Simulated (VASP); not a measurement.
# Ge8N (a cell with a defect) in VASP: single point with LDA

Aim: the single point of Ge8N (a cell with a defect) with LDA.

Everything below comes from runs of VASP 6.6.1. Logs are shortened: lines on timing, memory, paths and dates and some standing lists are left out, and cuts for length are marked.

**1. The cell of the first run**

The cell holds a defect, 9 atoms: a = 5.621 Å, b = 5.621 Å, c = 5.621 Å, α = 90.00°, β = 90.00°, γ = 90.00°.

**2. Single point, LDA**

INCAR

```
SYSTEM = Ge8N
PREC = Accurate ; ENCUT = 520
EDIFF = 1E-7 ; ISMEAR = 0
SIGMA = 0.15 ; LREAL = .False.
LASPH = .True. ; NELM = 60
ALGO = Normal ; ISIF = 2
LWAVE = .False. ; LCHARG = .False.
GGA = CA ; NBANDS = 68
```

KPOINTS

```
regular mesh
0
Gamma
  6 6 6
  0 0 0
```

POSCAR

```
Ge8N
1.0
    5.6214248924      0.0000000000      0.0000000000
    0.0000000000     -5.6214248924      0.0000000000
    0.0000000000      0.0000000000     -5.6214248924
Ge N
8 1
Direct
    0.5000000000      0.0000000000      0.0000000000
    0.0000000000      0.5000000000      0.0000000000
    0.0000000000      0.0000000000      0.5000000000
    0.5000000000      0.5000000000      0.5000000000
    0.7500000000      0.7500000000      0.7500000000
    0.2500000000      0.2500000000      0.7500000000
    0.2500000000      0.7500000000      0.2500000000
    0.7500000000      0.2500000000      0.2500000000
    0.7500000000      0.5000000000      0.7500000000
```

Potentials or basis: VASP PAW LDA potentials, release 64 (Ge_d, N).

Command:

```sh
$ cat potpaw_LDA.64/Ge_d/POTCAR potpaw_LDA.64/N/POTCAR > POTCAR
$ mpirun -np 1 vasp_std > vasp.out
```

OUTCAR:

```text
SYSTEM = Ge8N
   PREC = Accurate
   ENCUT = 520
   EDIFF = 1E-7
   ISMEAR = 0
   LREAL = .False.
   LASPH = .True.
   NELM = 60
   ISIF = 2
   GGA = CA

 ion  position               nearest neighbor table
   1  0.500  0.000  0.000-   5 2.43   6 2.43   7 2.43   8 2.43
   2  0.000  0.500  0.000-   9 1.99   6 2.43   7 2.43   8 2.43   5 2.43
   3  0.000  0.000  0.500-   5 2.43   6 2.43   7 2.43   8 2.43
   4  0.500  0.500  0.500-   9 1.99   6 2.43   7 2.43   8 2.43   5 2.43
   5  0.750  0.750  0.750-   9 1.41   2 2.43   3 2.43   4 2.43   1 2.43
   6  0.250  0.250  0.750-   1 2.43   2 2.43   3 2.43   4 2.43
   7  0.250  0.750  0.250-   1 2.43   2 2.43   3 2.43   4 2.43
   8  0.750  0.250  0.250-   1 2.43   2 2.43   3 2.43   4 2.43
   9  0.750  0.500  0.750-   5 1.41   4 1.99   2 1.99

  LATTYP: Found a simple cubic cell.
 ALAT       =     5.6214248924

  Lattice vectors:

 A1 = (   5.6214248924,   0.0000000000,   0.0000000000)
 A2 = (   0.0000000000,  -5.6214248924,   0.0000000000)
 A3 = (   0.0000000000,   0.0000000000,  -5.6214248924)

Analysis of symmetry for initial positions (statically):
=====================================================================
 Subroutine PRICEL returns:
 Original cell was already a primitive cell.

 Routine SETGRP: Setting up the symmetry group for a
 simple cubic supercell.

 Subroutine GETGRP returns: Found  4 space group operations
 (whereof  2 operations were pure point group operations)
 out of a pool of 48 trial point group operations.

The static configuration has the point symmetry C_1h.
 The point group associated with its full space group is C_2v.

Analysis of symmetry for dynamics (positions and initial velocities):
=====================================================================
 Subroutine PRICEL returns:
 Original cell was already a primitive cell.

 Routine SETGRP: Setting up the symmetry group for a
 simple cubic supercell.

 Subroutine GETGRP returns: Found  4 space group operations
 (whereof  2 operations were pure point group operations)
 out of a pool of 48 trial point group operations.

The dynamic configuration has the point symmetry C_1h.
 The point group associated with its full space group is C_2v.

 Subroutine INISYM returns: Found  4 space group operations
 (whereof  2 operations are pure point group operations),
 and found     1 'primitive' translations

----------------------------------------------------------------------------------------

                                     Primitive cell

  volume of cell :     177.6394

  direct lattice vectors                    reciprocal lattice vectors
     5.621424892  0.000000000  0.000000000     0.177890841  0.000000000  0.000000000
     0.000000000 -5.621424892  0.000000000     0.000000000 -0.177890841  0.000000000
     0.000000000  0.000000000 -5.621424892     0.000000000  0.000000000 -0.177890841

  length of vectors
     5.621424892  5.621424892  5.621424892     0.177890841  0.177890841  0.177890841

  position of ions in fractional coordinates (direct lattice)
     0.500000000  0.000000000  0.000000000
     0.000000000  0.500000000  0.000000000
     0.000000000  0.000000000  0.500000000
     0.500000000  0.500000000  0.500000000
     0.750000000  0.750000000  0.750000000
     0.250000000  0.250000000  0.750000000
     0.250000000  0.750000000  0.250000000
     0.750000000  0.250000000  0.250000000
     0.750000000  0.500000000  0.750000000

  ion indices of the primitive-cell ions
   primitive index   ion index
                 1           1
                 2           2
                 3           3
                 4           4
                 5           5
                 6           6
                 7           7
                 8           8
                 9           9

----------------------------------------------------------------------------------------

 KPOINTS: regular mesh

Automatic generation of k-mesh.
 Grid dimensions read from file:
 generate k-points for:    6    6    6

 Generating k-lattice:

  Cartesian coordinates                     Fractional coordinates (reciprocal lattice)
     0.029648473  0.000000000  0.000000000     0.166666667  0.000000000  0.000000000
     0.000000000 -0.029648473  0.000000000     0.000000000  0.166666667  0.000000000
     0.000000000  0.000000000 -0.029648473     0.000000000  0.000000000  0.166666667

  Length of vectors
     0.029648473  0.029648473  0.029648473

  Shift w.r.t. Gamma in fractional coordinates (k-lattice)
     0.000000000  0.000000000  0.000000000

 Subroutine IBZKPT returns following result:
 ===========================================

 Found     52 irreducible k-points:

 Following reciprocal coordinates:
            Coordinates               Weight
  0.000000  0.000000  0.000000      1.000000
  0.166667  0.000000  0.000000      4.000000
  0.000000  0.166667  0.000000      2.000000
  0.333333  0.000000  0.000000      4.000000
  0.000000  0.333333  0.000000      2.000000
  0.500000  0.000000  0.000000      2.000000
[... 16 lines left out ...]
  0.333333  0.000000  0.500000      4.000000
  0.500000  0.500000  0.000000      2.000000
 [... further k-points ...]
   k-points           NKPTS =     52   k-points in BZ     NKDIM =     52   number of bands    NBANDS=     68
   number of dos      NEDOS =    301   number of ions     NIONS =      9
   total plane-waves  NPLWV =  74088
   dimension x,y,z NGX =    42 NGY =   42 NGZ =   42
   dimension x,y,z NGXF=    84 NGYF=   84 NGZF=   84
   ions per type =               8   1
   NGX,Y,Z   is equivalent  to a cutoff of  12.42, 12.42, 12.42 a.u.
   NGXF,Y,Z  is equivalent  to a cutoff of  24.84, 24.84, 24.84 a.u.
 SYSTEM =  Ge8N
   PREC   = accura    normal or accurate (medium, high low for compatibility)
   ISTART =      0    job   : 0-new  1-cont  2-samecut
   ICHARG =      2    charge: 1-file 2-atom 10-const
   ISPIN  =      1    spin polarized calculation?
   LNONCOLLINEAR =      F non collinear calculations
   LSORBIT =      F    spin-orbit coupling
   LASPH  =      T    aspherical Exc in radial PAW
   ENCUT  =  520.0 eV  38.22 Ry    6.18 a.u.  10.45 10.45 10.45*2*pi/ulx,y,z
   NELM   =     60;   NELMIN=  2; NELMDL= -5     # of ELM steps
   EDIFF  = 0.1E-06   stopping-criterion for ELM
   LREAL  =      F    real-space projection
   EDIFFG = 0.1E-05   stopping-criterion for IOM
   NSW    =      0    number of steps for IOM
   IBRION =     -1    ionic relax: 0-MD 1-quasi-New 2-CG
   NFREE  =      0    steps in history (QN), initial steepest desc. (CG)
   ISIF   =      2    stress and relaxation
   ISYM   =      2    0-nonsym 1-usesym 2-fastsym
   POTIM  = 0.5000    time-step for ionic-motion
   TEBEG  =    0.0;   TEEND  =   0.0 temperature during run
   PSTRESS=    0.0 pullay stress
   NELECT =     117.0000    total number of electrons
   NUPDOWN=      -1.0000    fix difference up-down
   EMIN   =  10.00;   EMAX   =-10.00  energy-range for DOS
   EFERMI =   0.00;   METHOD = LEGACY
   ISMEAR =     0;   SIGMA  =   0.15  broadening in eV -4-tet -1-fermi 0-gaus
   EFERMI_NEDOS =   21; number of points for ismear=-14 and -15
   IALGO  =     38    algorithm
   IMIX   =      4    mixing-type and parameters
     AMIX     =   0.40;   BMIX     =  1.00
     AMIX_MAG =   1.60;   BMIX_MAG =  1.00
  volume/ion in A,a.u.               =      19.74       133.20
  Fermi-wavevector in a.u.,A,eV,Ry     =   1.424373  2.691675 27.604019  2.028838
  Thomas-Fermi vector in A             =   2.544871
   LORBIT       =      0    0 simple, 1 ext, 2 COOP (PROOUT), +10 PAW based schemes
   GGA     = CA    functional components
   LHFCALC =     F    Hartree Fock is set to
   AEXX    =    0.0000 exact exchange contribution
   IVDW    =     0    specifies the selected vdW correction
   LEPSILON=     F    determine dielectric tensor
   LRPA    =     F    only Hartree local field effects (RPA)
 non-spin polarized calculation
 Gauss-broadening in eV      SIGMA  =   0.15
  energy-cutoff  :      520.00
  volume of cell :      177.64
 maximum number of plane-waves:      4801
 NGX is ok and might be reduce to    42
   NGX = 21   NGY = 21   NGZ = 21

 number of electron     116.9999771 magnetization

 Free energy of the ion-electron system (eV)
  ---------------------------------------------------
  ext. energy  EPLUGINS =         0.00000000
  ---------------------------------------------------
  free energy    TOTEN  =       -43.45638553 eV

  energy without entropy =      -43.41387208  energy(sigma->0) =      -43.43512880

 E-fermi :   5.0113     XC(G=0): -10.6293

 val. band max:        4.9966586588   @ k =   0.0000   0.3333   0.1667
 cond. band min:       5.0200490415   @ k =   0.1667   0.0000   0.5000
 fundamental gap:      0.0233903828
 Fermi energy:         5.0113473637

 k-point     1 :       0.0000    0.0000    0.0000
  band No.  band energies     occupation
      1     -21.1773      2.00000
      2     -20.3697      2.00000
      3     -20.1855      2.00000
      4     -20.1479      2.00000
      5     -20.1082      2.00000
      6     -19.9789      2.00000
[... 60 lines left out ...]
     67       8.4235      0.00000
     68       9.4922      0.00000

 k-point     2 :       0.1667    0.0000    0.0000
  band No.  band energies     occupation
      1     -21.1772      2.00000
      2     -20.3700      2.00000
      3     -20.1855      2.00000
      4     -20.1481      2.00000
      5     -20.1083      2.00000
      6     -19.9798      2.00000
[... 60 lines left out ...]
     67       8.5750      0.00000
     68       9.3459      0.00000

 k-point     3 :       0.0000    0.1667    0.0000
  band No.  band energies     occupation
      1     -21.1772      2.00000
      2     -20.3698      2.00000
      3     -20.1858      2.00000
      4     -20.1481      2.00000
      5     -20.1083      2.00000
      6     -19.9790      2.00000
[... 1480 lines left out ...]
     67       9.9149      0.00000
     68      10.0315      0.00000

 k-point    24 :       0.5000    0.5000    0.0000
  band No.  band energies     occupation
      1     -21.1768      2.00000
      2     -20.3707      2.00000
      3     -20.1855      2.00000
      4     -20.1482      2.00000
      5     -20.1083      2.00000
      6     -19.9817      2.00000
[... 60 lines left out ...]
     67      10.1683      0.00000
     68      10.2287      0.00000

 [... further k-points ...]

------------------------ aborting loop because EDIFF is reached ----------------------------------------

  FORCE on cell =-STRESS in cart. coord.  units (eV):
  Direction    XX          YY          ZZ          XY          YZ          ZX
  --------------------------------------------------------------------------------------
  -------------------------------------------------------------------------------------
  Total        5.5075080     40.8734582      5.5075080      0.0000000      0.0000000     -3.3742354
  in kB       49.6736970    368.6487187     49.6736970      0.0000000      0.0000000    -30.4331371
  external PRESSURE =     155.9987042 kB  Pullay stress =       0.0000000 kB

 VOLUME and BASIS-vectors are now :
 -----------------------------------------------------------------------------
  energy-cutoff  :      520.00
  volume of cell :      177.64
      direct lattice vectors                 reciprocal lattice vectors
     5.621424892  0.000000000  0.000000000     0.177890841  0.000000000  0.000000000
     0.000000000 -5.621424892  0.000000000     0.000000000 -0.177890841  0.000000000
     0.000000000  0.000000000 -5.621424892     0.000000000  0.000000000 -0.177890841

 POSITION                                       TOTAL-FORCE (eV/Angst)
 -----------------------------------------------------------------------------------
      2.81071      0.00000      0.00000         0.002643     -0.364774      0.002643
      0.00000     -2.81071      0.00000         0.804765      1.885652     -0.804765
      0.00000      0.00000     -2.81071        -0.002643     -0.364774     -0.002643
      2.81071     -2.81071     -2.81071        -0.804765      1.885652      0.804765
      4.21607     -4.21607     -4.21607        -0.000000    -27.118412     -0.000000
      1.40536     -1.40536     -4.21607        -0.000000      0.160724      0.000000
      1.40536     -4.21607     -1.40536        -0.000000     -0.719775      0.000000
      4.21607     -1.40536     -1.40536        -0.000000      0.160724      0.000000
      4.21607     -2.81071     -4.21607        -0.000000     24.474984      0.000000
 -----------------------------------------------------------------------------------
    total drift:                                0.000000      0.000734      0.000000

  FREE ENERGIE OF THE ION-ELECTRON SYSTEM (eV)
  ---------------------------------------------------
  free  energy   TOTEN  =       -43.4563855273 eV

  energy  without entropy=      -43.4138720821  energy(sigma->0) =      -43.43512880
```

It took 11 min on 1 thread of Intel Xeon Platinum 8259CL at 2.50GHz (Skylake/Cascade Lake), shared host; peak memory 0.51 GiB.

Results:

- Free energy: -43.4564 eV
- Pressure: 15.6 GPa
- Largest force: 27.118 eV/Å
- Band gap on the k mesh: zero (an odd number of electrons rules out a gap without spin polarisation)

Forces in eV/Å, atoms in the order of the input:
```
Ge    0.003  -0.365   0.003
Ge    0.805   1.886  -0.805
Ge   -0.003  -0.365  -0.003
Ge   -0.805   1.886   0.805
Ge    0.000 -27.118   0.000
Ge    0.000   0.161   0.000
Ge    0.000  -0.720   0.000
Ge    0.000   0.161   0.000
N     0.000  24.475   0.000
```
